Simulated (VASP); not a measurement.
Runs of VASP 6.6.1 on SnO. The structure is that of space group P4/nmm (No. 129), or close to it. The cells are those of the table. 

```tsv
cell	gap on the mesh (eV)	pressure (GPa)	largest force (eV/Å)
a = 3.879, b = 3.879, c = 4.773 Å, 4 atoms	-	(b)	0.91
a = 3.879, b = 3.879, c = 4.540 Å, 4 atoms	0.19	-3.7	0.10
a = 3.822, b = 3.822, c = 4.889 Å, 4 atoms	none	(a)	1.07
a = 3.822, b = 3.822, c = 4.773 Å, 4 atoms	none	-4.6	0.64
a = 3.879, b = 3.879, c = 4.423 Å, 4 atoms	0.26	-1.6	0.29
```

Alike in all rows: task single point; level LDA; potentials or basis VASP PAW LDA potentials, release 64 (Sn_d, O); no spin polarisation; k mesh 10 × 10 × 8; cutoff (eV) 520; smearing gaussian 0.15 eV.

Estimate the missing entries.

(a) -6.4; (b) -7.2.

Caveats: spin-orbit coupling is left out, which moves the levels of the heavy elements; the cell stands under tension (at least some runs); semilocal functionals underestimate gaps, so a narrow gap can read as zero (at least some runs); forces of over 1 eV/Å act on the atoms, so gaps and moduli don't describe the material at rest (at least some runs).

A k mesh can miss the band edges, and the runs leave out spin-orbit coupling on Sn.

A gap of «none» marks levels without a gap at the run's occupations.
